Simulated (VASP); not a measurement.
SnO:

```xyz
4
Lattice="3.7881 0.0000 0.0000 0.0000 3.7881 0.0000 0.0000 0.0000 4.8541" Properties=species:S:1:pos:R:3 pbc="T T T"
Sn    1.8940    0.0000    3.7116
Sn    0.0000    1.8940    1.1425
O     0.0000    0.0000    0.0000
O     1.8940    1.8940    0.0000
```

Base run:

* Program: VASP 6.6.1
* Functional: revPBE
* Potentials or basis: VASP PAW PBE potentials, release 64 (Sn_d, O)
* Cutoff: 520 eV
* k mesh: 7 × 7 × 6
* Occupations: fermi-dirac, width 0.05 eV
* Spin: no spin polarisation

Its results: band gap on the k mesh 0.30 eV (least direct gap 2.08 eV); pressure 7.9 GPa; largest force 0.893 eV/Å.

Question: After a change of settings the same cell gave: band gap on the k mesh 0.40 eV (least direct gap 1.97 eV); pressure -1.2 GPa; largest force 0.127 eV/Å. Which change was it?
A. functional from revPBE to BLYP; further incar settings from ALGO = Normal; EDIFF = 1e-07; NBANDS = 28 to ALGO = Normal; EDIFF = 1e-06; NBANDS = 28
B. cutoff from 520 eV to 600 eV; further incar settings from ALGO = Normal; EDIFF = 1e-07; NBANDS = 28 to ALGO = Normal; EDIFF = 1e-06; NBANDS = 28; dispersion from none to D4
C. functional from revPBE to b88 exchange, pbe correlation; cutoff from 520 eV to 600 eV; further incar settings from ALGO = Normal; EDIFF = 1e-07; NBANDS = 28 to ALGO = Normal; EDIFF = 1e-06; NBANDS = 28
D. functional from revPBE to SVWN5

Answer: D.

SVWN5 binds more tightly than revPBE, so the same cell stands under less pressure.

Caveats: the PAW data sets were made with another functional, which shifts forces and pressure a little; spin-orbit coupling is left out, which moves the levels of the heavy elements; an odd mesh through Γ misses points on the zone boundary, where band edges can lie; the cell stands under pressure (at least some runs).
